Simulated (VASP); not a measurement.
# P (Cmce) in VASP: notebook

The runs below take P through relaxation of cell and atoms, with PBEsol.

Everything below comes from runs of VASP 6.6.1. Logs are shortened: lines on timing, memory, paths and dates and some standing lists are left out, and cuts for length are marked.

## (1) The cell of the first run

Symmetry: Cmce, No. 64, orthorhombic system. The conventional cell has a = 3.295 Å, b = 10.930 Å, c = 4.544 Å, α = 90.00°, β = 90.00°, γ = 90.00°. Within 2.9 Å of P (site symmetry m) lie 3 P at 2.20 to 2.25 Å.

## (2) Relaxation of cell and atoms, PBEsol, target pressure 20 GPa, at which the enthalpy is minimised

File INCAR:

```
SYSTEM = P
  PREC = Accurate
  ENCUT = 600
  EDIFF = 1E-7
  ISMEAR = -1
  SIGMA = 0.05
  LREAL = .False.
  LASPH = .True.
  NELM = 80
  ALGO = Fast
  ISIF = 3
  LWAVE = .False.
  LCHARG = .False.
  GGA = PS
  IBRION = 2
  NSW = 80
  EDIFFG = -0.02
  PSTRESS = 200.0
```

File KPOINTS:

```
regular mesh
0
Gamma
  8 8 6
  0 0 0
```

File POSCAR:

```
P
1.0
    1.6477431241     -5.4650377251      0.0000000000
    1.6477431241      5.4650377251      0.0000000000
    0.0000000000      0.0000000000      4.5436355900
P
4
Direct
    0.9041431300      0.0958568700      0.5888151700
    0.0958568700      0.9041431300      0.4111848300
    0.5958568700      0.4041431300      0.0888151700
    0.4041431300      0.5958568700      0.9111848300
```

Potentials or basis: VASP PAW PBE potentials, release 64 (P).

On the command line:

```
$ cat potpaw_PBE.64/P/POTCAR > POTCAR
$ mpirun -np 1 vasp_std > vasp.out
```

OUTCAR:

```text
SYSTEM = P
   PREC = Accurate
   ENCUT = 600
   EDIFF = 1E-7
   ISMEAR = -1
   LREAL = .False.
   LASPH = .True.
   NELM = 80
   ISIF = 3
   GGA = PS
   IBRION = 2
   NSW = 80
   EDIFFG = -0.02
   PSTRESS = 200.0

 ion  position               nearest neighbor table
   1  0.904  0.096  0.589-   4 2.20   4 2.20   2 2.25
   2  0.096  0.904  0.411-   3 2.20   3 2.20   1 2.25
   3  0.596  0.404  0.089-   2 2.20   2 2.20   4 2.25
   4  0.404  0.596  0.911-   1 2.20   1 2.20   3 2.25

  LATTYP: Found a base centered orthorhombic cell.
 ALAT       =     3.2954862482
 B/A-ratio  =     3.3166806435
 C/A-ratio  =     1.3787451222

  Lattice vectors:

 A1 = (   1.6477431241,  -5.4650377251,   0.0000000000)
 A2 = (   1.6477431241,   5.4650377251,   0.0000000000)
 A3 = (   0.0000000000,   0.0000000000,   4.5436355900)

Analysis of symmetry for initial positions (statically):
=====================================================================
 Subroutine PRICEL returns:
 Original cell was already a primitive cell.

 Routine SETGRP: Setting up the symmetry group for a
 base centered orthorhombic supercell.

 Subroutine GETGRP returns: Found  8 space group operations
 (whereof  4 operations were pure point group operations)
 out of a pool of  8 trial point group operations.

The static configuration has the point symmetry C_2h.
 The point group associated with its full space group is D_2h.

Analysis of symmetry for dynamics (positions and initial velocities):
=====================================================================
 Subroutine PRICEL returns:
 Original cell was already a primitive cell.

 Routine SETGRP: Setting up the symmetry group for a
 base centered orthorhombic supercell.

 Subroutine GETGRP returns: Found  8 space group operations
 (whereof  4 operations were pure point group operations)
 out of a pool of  8 trial point group operations.

The dynamic configuration has the point symmetry C_2h.
 The point group associated with its full space group is D_2h.

 Subroutine INISYM returns: Found  8 space group operations
 (whereof  4 operations are pure point group operations),
 and found     1 'primitive' translations

----------------------------------------------------------------------------------------

                                     Primitive cell

  volume of cell :      81.8307

  direct lattice vectors                    reciprocal lattice vectors
     1.647743124 -5.465037725  0.000000000     0.303445357 -0.091490677  0.000000000
     1.647743124  5.465037725  0.000000000     0.303445357  0.091490677  0.000000000
     0.000000000  0.000000000  4.543635590     0.000000000  0.000000000  0.220088073

  length of vectors
     5.708037731  5.708037731  4.543635590     0.316937894  0.316937894  0.220088073

  position of ions in fractional coordinates (direct lattice)
     0.904143130  0.095856870  0.588815170
     0.095856870  0.904143130  0.411184830
     0.595856870  0.404143130  0.088815170
     0.404143130  0.595856870  0.911184830

  ion indices of the primitive-cell ions
   primitive index   ion index
                 1           1
                 2           2
                 3           3
                 4           4

----------------------------------------------------------------------------------------

 KPOINTS: regular mesh

Automatic generation of k-mesh.
 Grid dimensions read from file:
 generate k-points for:    8    8    6

 Generating k-lattice:

  Cartesian coordinates                     Fractional coordinates (reciprocal lattice)
     0.037930670 -0.011436335  0.000000000     0.125000000 -0.000000000  0.000000000
     0.037930670  0.011436335  0.000000000    -0.000000000  0.125000000  0.000000000
     0.000000000  0.000000000  0.036681345     0.000000000  0.000000000  0.166666667

  Length of vectors
     0.039617237  0.039617237  0.036681345

  Shift w.r.t. Gamma in fractional coordinates (k-lattice)
     0.000000000  0.000000000  0.000000000

 Subroutine IBZKPT returns following result:
 ===========================================

 Found     84 irreducible k-points:

 Following reciprocal coordinates:
            Coordinates               Weight
  0.000000  0.000000  0.000000      1.000000
  0.125000  0.000000  0.000000      4.000000
  0.250000  0.000000  0.000000      4.000000
  0.375000  0.000000  0.000000      4.000000
  0.500000  0.000000  0.000000      2.000000
  0.125000  0.125000  0.000000      2.000000
[... 16 lines left out ...]
  0.125000  0.000000  0.166667      8.000000
  0.250000  0.000000  0.166667      8.000000
 [... further k-points ...]
   k-points           NKPTS =     84   k-points in BZ     NKDIM =     84   number of bands    NBANDS=     14
   number of dos      NEDOS =    301   number of ions     NIONS =      4
   total plane-waves  NPLWV =  82944
   dimension x,y,z NGX =    48 NGY =   48 NGZ =   36
   dimension x,y,z NGXF=    96 NGYF=   96 NGZF=   72
   ions per type =               4
   NGX,Y,Z   is equivalent  to a cutoff of  13.98, 13.98, 13.17 a.u.
   NGXF,Y,Z  is equivalent  to a cutoff of  27.96, 27.96, 26.34 a.u.
 SYSTEM =  P
   PREC   = accura    normal or accurate (medium, high low for compatibility)
   ISTART =      0    job   : 0-new  1-cont  2-samecut
   ICHARG =      2    charge: 1-file 2-atom 10-const
   ISPIN  =      1    spin polarized calculation?
   LNONCOLLINEAR =      F non collinear calculations
   LSORBIT =      F    spin-orbit coupling
   LASPH  =      T    aspherical Exc in radial PAW
   ENCUT  =  600.0 eV  44.10 Ry    6.64 a.u.  11.40 11.40  9.07*2*pi/ulx,y,z
   NELM   =     80;   NELMIN=  2; NELMDL= -5     # of ELM steps
   EDIFF  = 0.1E-06   stopping-criterion for ELM
   LREAL  =      F    real-space projection
   EDIFFG = -.2E-01   stopping-criterion for IOM
   NSW    =     80    number of steps for IOM
   IBRION =      2    ionic relax: 0-MD 1-quasi-New 2-CG
   NFREE  =      1    steps in history (QN), initial steepest desc. (CG)
   ISIF   =      3    stress and relaxation
   ISYM   =      2    0-nonsym 1-usesym 2-fastsym
   POTIM  = 0.5000    time-step for ionic-motion
   TEBEG  =    0.0;   TEEND  =   0.0 temperature during run
   PSTRESS=  200.0 pullay stress
   NELECT =      20.0000    total number of electrons
   NUPDOWN=      -1.0000    fix difference up-down
   EMIN   =  10.00;   EMAX   =-10.00  energy-range for DOS
   EFERMI =   0.00;   METHOD = LEGACY
   ISMEAR =    -1;   SIGMA  =   0.05  broadening in eV -4-tet -1-fermi 0-gaus
   EFERMI_NEDOS =   21; number of points for ismear=-14 and -15
   IALGO  =     68    algorithm
   IMIX   =      4    mixing-type and parameters
     AMIX     =   0.40;   BMIX     =  1.00
     AMIX_MAG =   1.60;   BMIX_MAG =  1.00
  volume/ion in A,a.u.               =      20.46       138.06
  Fermi-wavevector in a.u.,A,eV,Ry     =   1.023559  1.934246 14.254450  1.047673
  Thomas-Fermi vector in A             =   2.157299
   LORBIT       =      0    0 simple, 1 ext, 2 COOP (PROOUT), +10 PAW based schemes
   GGA     = PS    functional components
   LHFCALC =     F    Hartree Fock is set to
   AEXX    =    0.0000 exact exchange contribution
   IVDW    =     0    specifies the selected vdW correction
   LEPSILON=     F    determine dielectric tensor
   LRPA    =     F    only Hartree local field effects (RPA)
 conjugate gradient relaxation of ions
 non-spin polarized calculation
 RMM-DIIS sequential band-by-band and
  energy-cutoff  :      600.00
  volume of cell :       81.83
 maximum number of plane-waves:      2758
 NGX is ok and might be reduce to    48
   NGX = 23   NGY = 23   NGZ = 19

--------------------------------------- Ionic step        1  -------------------------------------------

 number of electron      20.0000001 magnetization

 Free energy of the ion-electron system (eV)
  ---------------------------------------------------
  ext. energy  EPLUGINS =         0.00000000
  ---------------------------------------------------
  free energy    TOTEN  =       -22.97226561 eV

  energy without entropy =      -22.97166626  energy(sigma->0) =      -22.97196593

 E-fermi :   5.8584     XC(G=0):  -9.5883

 val. band max:        5.8496189178   @ k =   0.5000   0.5000   0.0000
 cond. band min:       5.8681826907   @ k =   0.5000   0.5000   0.0000
 fundamental gap:      0.0185637728
 Fermi energy:         5.8583869785

 k-point     1 :       0.0000    0.0000    0.0000
  band No.  band energies     occupation
      1     -10.0093      2.00000
      2      -7.2449      2.00000
      3      -3.9686      2.00000
      4      -0.9985      2.00000
      5       0.8728      2.00000
      6       0.8911      2.00000
      7       1.7482      2.00000
      8       2.9958      2.00000
      9       3.2556      2.00000
     10       4.5965      2.00000
     11       6.3361      0.00014
     12       6.7616      0.00000
[... 911 lines left out ...]
  band No.  band energies     occupation
      1      -7.2903      2.00000
      2      -3.9382      2.00000
      3      -1.4859      2.00000
      4       1.3665      2.00000
      5       2.1412      2.00000
      6       2.6473      2.00000
      7       4.3867      2.00000
      8       4.9722      2.00000
      9       6.5105      2.00000
     10       7.1331      2.00000
     11      10.0260      0.00000
     12      10.6596      0.00000
     13      11.8927      0.00000
     14      12.7851      0.00000

 [... further k-points ...]

[... ionic steps 4 to 27 ...]

--------------------------------------- Ionic step       28  -------------------------------------------

 number of electron      20.0000000 magnetization

------------------------ aborting loop because EDIFF is reached ----------------------------------------

  FORCE on cell =-STRESS in cart. coord.  units (eV):
  Direction    XX          YY          ZZ          XY          YZ          ZX
  --------------------------------------------------------------------------------------
  -------------------------------------------------------------------------------------
  Total        6.2801943      6.4295875      6.2529332      0.0000000     -0.0000000      0.0000000
  in kB      197.5592816    202.2588228    196.7017183      0.0000000     -0.0000000      0.0000000
  external PRESSURE =      -1.1600591 kB  Pullay stress =     200.0000000 kB
[... 65 lines left out ...]
  enthalpy is  TOTEN    =       -15.7133464719 eV   P V=        6.3555169942

--------------------------------------- Ionic step       30  -------------------------------------------

 number of electron      20.0000000 magnetization

 Free energy of the ion-electron system (eV)
  ---------------------------------------------------
  ext. energy  EPLUGINS =         0.00000000
  ---------------------------------------------------
  free energy    TOTEN  =       -22.06344581 eV

  energy without entropy =      -22.05449416  energy(sigma->0) =      -22.05896999

 E-fermi :  11.7255     XC(G=0): -12.0162

 val. band max:       11.7198490403   @ k =  -0.3750   0.3750   0.3333
 cond. band min:      11.7541314588   @ k =  -0.2500   0.1250   0.3333
 fundamental gap:      0.0342824185
 Fermi energy:        11.7255322589

 k-point     1 :       0.0000    0.0000    0.0000
  band No.  band energies     occupation
      1      -6.3790      2.00000
      2      -1.3211      2.00000
      3       1.9376      2.00000
      4       4.2413      2.00000
      5       4.5589      2.00000
      6       7.8826      2.00000
      7       8.2716      2.00000
      8       8.6035      2.00000
      9       9.6564      2.00000
     10      10.1839      2.00000
     11      13.8197      0.00000
     12      13.8993      0.00000
[... 424 lines left out ...]
  FREE ENERGIE OF THE ION-ELECTRON SYSTEM (eV)
  ---------------------------------------------------
  free  energy   TOTEN  =       -22.0634458132 eV

  energy  without entropy=      -22.0544941573  energy(sigma->0) =      -22.05896999

  enthalpy is  TOTEN    =       -15.7135651008 eV   P V=        6.3498807124

 reached required accuracy - stopping structural energy minimisation
```

It took 48 min on 1 thread of Oxide Virtual Turin-like, shared host; peak memory 0.31 GiB.

Results:

```
Free energy                                                : -22.0634 eV
Relaxed volume                                             : 12.72 Å³/atom
Relaxed cell                                               : a = 4.905 Å, b = 4.905 Å, c = 3.515 Å, α = 90.00°, β = 90.00°, γ = 143.03°
Space group after relaxing (to 0.1 Å)                      : Cmce (No. 64)
Energy change on relaxing (the run minimises the enthalpy) : +227.2 meV/atom
Ionic steps                                                : 30
Pressure after relaxing                                    : 20.1 GPa
Band gap on the k mesh                                     : zero (bands 10 and 11 overlap by 2.16 eV)
```

Forces in eV/Å, atoms in the order of the input:
```
P    0.000  0.000 -0.003
P    0.000  0.000  0.003
P    0.000  0.000 -0.003
P    0.000  0.000  0.003
```

Step by step:
```
step  energy change (eV)  largest force (eV/Å)  pressure (GPa)  volume (Å³)
   1              0.0000                0.2762           -0.70        81.83
   2              4.0150                6.3916           70.18        54.35
   3              0.6450                2.2336           19.14        68.06
   4              0.7094                2.3438           20.35        67.52
   5              0.5821                1.8068           20.34        61.55
   6              1.2616                0.9159           27.42        50.31
   7              1.0753                1.5717           10.56        53.02
   8              0.9896                0.5619           18.48        51.35
   9              0.9978                0.4886           18.97        51.27
  10              0.9493                0.4725           21.35        50.87
  11              0.9552                0.4738           21.94        50.78
  12              0.9788                0.5148           23.11        50.60
  13              0.8075                0.0307           19.24        51.76
  14              0.8366                0.1126           19.97        51.52
  15              0.8475                0.0796           20.17        51.39
  16              0.9036                0.2078           21.02        51.00
  17              0.8621                0.0728           20.46        51.26
  18              0.8581                0.0651           20.38        51.29
  19              0.8369                0.0054           19.44        51.46
  20              0.8455                0.0245           19.83        51.39
  21              0.8524                0.0242           19.88        51.33
  22              0.8636                0.0502           19.97        51.24
  23              0.8679                0.0492           20.02        51.21
  24              0.8808                0.0465           20.16        51.10
  25              0.9070                0.0432           20.48        50.89
  26              0.9057                0.0378           20.35        50.90
  27              0.9021                0.0321           19.97        50.93
  28              0.9013                0.0326           19.88        50.93
  29              0.9034                0.0230           19.94        50.91
  30              0.9088                0.0025           20.09        50.87
```

Final structure:
```yaml
crystal:
  lattice:
    - [1.55527, -4.65186, 0.00000]
    - [1.55527, 4.65186, 0.00000]
    - [0.00000, 0.00000, 3.51547]
  atoms:
    - { symbol: P, position: [0.88021, 0.11979, 0.51877] }
    - { symbol: P, position: [0.11979, 0.88021, 0.48123] }
    - { symbol: P, position: [0.61979, 0.38021, 0.01877] }
    - { symbol: P, position: [0.38021, 0.61979, 0.98123] }
```

Caveat: the cell is relaxed towards a set pressure, so the run minimises the enthalpy, not the energy; the volume moved by over 15 % at a fixed basis, so the end points are rough; the PAW data sets were made with another functional, which shifts forces and pressure a little.

## (3) Relaxation of cell and atoms, PBEsol, target pressure 30 GPa, at which the enthalpy is minimised

File INCAR:

```
SYSTEM = P
PREC     = Accurate       ! precision mode
ENCUT    = 600            ! plane-wave cutoff, eV
EDIFF    = 1E-7           ! SCF threshold, eV
ISMEAR   = -1             ! smearing method
SIGMA    = 0.05           ! smearing width, eV
LREAL    = .FALSE.        ! projectors in reciprocal space
LASPH    = .TRUE.         ! aspherical terms in the spheres
NELM     = 60             ! most SCF steps
ALGO     = Fast           ! electronic algorithm
ISIF     = 3              ! what is computed and relaxed
LWAVE    = .FALSE.        ! write WAVECAR
LCHARG   = .FALSE.        ! write CHGCAR
GGA      = PS             ! functional
IBRION   = 2              ! ionic algorithm
NSW      = 80             ! ionic steps
EDIFFG   = -0.02          ! ionic threshold
PSTRESS  = 300.0
```

File KPOINTS:

```
Automatic mesh
0
G
  8 8 6
  0 0 0
```

POSCAR is that of step 2.

Potentials or basis: VASP PAW PBE potentials, release 64 (P).

On the command line:

```
$ cat potpaw_PBE.64/P/POTCAR > POTCAR
$ mpirun -np 1 vasp_std > vasp.out
```

Run time: 26 min. Hardware: 1 thread of Oxide Virtual Turin-like, shared host; peak memory 0.3 GiB.

The run converged. Its results:

* Free energy: -21.5692 eV
* Relaxed volume: 11.90 Å³/atom
* Relaxed cell: a = 4.789 Å, b = 4.789 Å, c = 3.448 Å, α = 90.00°, β = 90.00°, γ = 142.98°
* Space group after relaxing (to 0.1 Å): Fmmm (No. 69)
* Energy change on relaxing (the run minimises the enthalpy): +350.8 meV/atom
* Ionic steps: 22
* Pressure after relaxing: 30.1 GPa
* Largest force after relaxing: 0.008 eV/Å
* Band gap on the k mesh: zero (bands 10 and 11 overlap by 2.85 eV)

Forces in eV/Å, atoms in the order of the input:
```
P    0.000  0.006 -0.004
P    0.000 -0.006  0.004
P    0.000 -0.006 -0.004
P    0.000  0.006  0.004
```

Stress tensor (GPa, compression positive):
```
30.02  0.00  0.00
 0.00 30.14  0.00
 0.00  0.00 30.11
```

The path:
| step | energy change (eV) | largest force (eV/Å) | pressure (GPa) | volume (Å³) |
| --- | --- | --- | --- | --- |
| 1 | 0.0000 | 0.2762 | -0.70 | 81.83 |
| 2 | 11.6274 | 13.6933 | 171.58 | 43.64 |
| 3 | 0.9952 | 2.8177 | 25.30 | 65.65 |
| 4 | 1.2190 | 3.1437 | 29.04 | 64.30 |
| 5 | 0.9834 | 2.3444 | 28.20 | 57.32 |
| 6 | 2.2847 | 0.6119 | 42.85 | 45.61 |
| 7 | 1.6751 | 1.4597 | 36.26 | 48.42 |
| 8 | 1.8573 | 1.2548 | 38.27 | 47.40 |
| 9 | 1.8002 | 2.0943 | 22.52 | 49.20 |
| 10 | 1.5382 | 0.7916 | 28.70 | 48.05 |
| 11 | 1.5443 | 0.7126 | 29.11 | 48.01 |
| 12 | 1.4665 | 0.5987 | 31.22 | 47.70 |
| 13 | 1.4761 | 0.6068 | 31.96 | 47.59 |
| 14 | 1.2614 | 0.3128 | 28.21 | 48.50 |
| 15 | 1.3021 | 0.2060 | 28.97 | 48.24 |
| 16 | 1.3735 | 0.1673 | 30.24 | 47.81 |
| 17 | 1.4427 | 0.1338 | 31.61 | 47.43 |
| 18 | 1.3916 | 0.0559 | 29.79 | 47.68 |
| 19 | 1.3943 | 0.0503 | 29.88 | 47.67 |
| 20 | 1.3943 | 0.0225 | 29.88 | 47.66 |
| 21 | 1.3946 | 0.0065 | 29.88 | 47.66 |
| 22 | 1.4030 | 0.0077 | 30.09 | 47.62 |

Final structure:
```yaml
crystal:
  lattice:
    - [1.52039, -4.54162, 0.00000]
    - [1.52039, 4.54162, 0.00000]
    - [0.00000, 0.00000, 3.44801]
  atoms:
    - { symbol: P, position: [0.87785, 0.12215, 0.50465] }
    - { symbol: P, position: [0.12215, 0.87785, 0.49535] }
    - { symbol: P, position: [0.62215, 0.37785, 0.00465] }
    - { symbol: P, position: [0.37785, 0.62215, 0.99535] }
```

Levels at points of the mesh, in eV from the Fermi level:
```tsv
k point	band 6	band 7	band 8	band 9	band 10	band 11	band 12	band 13	band 14
(0.00, 0.00, 0.00)	-3.69	-3.57	-3.25	-1.72	-1.51	1.95	2.36	2.67	5.71
(0.50, 0.00, 0.00)	-4.60	-3.67	-3.67	-1.73	-1.73	-1.06	-1.06	1.04	1.04
(0.50, 0.50, 0.00)	-4.90	-4.32	-4.00	-2.97	-0.90	-0.34	2.63	4.72	5.69
(0.00, 0.00, 0.50)	-7.63	-1.01	-1.01	-0.44	-0.44	1.30	1.30	2.29	2.29
(0.50, 0.00, 0.50)	-8.37	-8.13	-8.13	-2.71	-2.71	0.53	0.53	7.31	7.31
(0.50, 0.50, 0.50)	-2.14	-2.03	-2.03	-0.32	-0.32	0.75	0.75	1.76	1.76
```

Caveat: the cell is relaxed towards a set pressure, so the run minimises the enthalpy, not the energy; the volume moved by over 15 % at a fixed basis, so the end points are rough; the PAW data sets were made with another functional, which shifts forces and pressure a little.

The gap in the log of VASP goes by the Fermi energy; the results here count the filled bands.